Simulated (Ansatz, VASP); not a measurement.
One calculation of CdSiN2, two programs

```
Cd N Si
1.0
     3.11994    0.00000    0.00000
     0.00000    3.11994    0.00000
     0.00000    0.00000   10.41802
Cd N Si
2 4 2
Cartesian
  1.5600 0.0000 8.9764
  0.0000 1.5600 1.4416
  1.5600 1.5600 0.0000
  0.0000 0.0000 3.3828
  1.5600 1.5600 5.2090
  0.0000 0.0000 7.0352
  1.5600 0.0000 4.1222
  0.0000 1.5600 6.2959
```

Alike in both runs: task single point; functional r2SCAN; k mesh 8 × 8 × 2; occupations fermi-dirac, width 0.02 eV; no spin polarisation.

```csv
,VASP,Ansatz
version,VASP 6.6.1,Ansatz 0.2.0
potentials or method,"VASP PAW PBE potentials, release 64 (Cd_sv_GW, N, Si)","plane waves, PAW"
plane-wave cutoff (eV),770,500
valence electrons in the cell,68,68
```

|  | VASP | Ansatz | Ansatz less VASP |
| --- | --- | --- | --- |
| pressure (GPa) | -5.1 | -5.0 | +0.11 |
| rms of the force components (eV/Å) | 0.089 | 0.089 | 0.0000 |

VASP's potentials were made for PBE, not for r2SCAN.
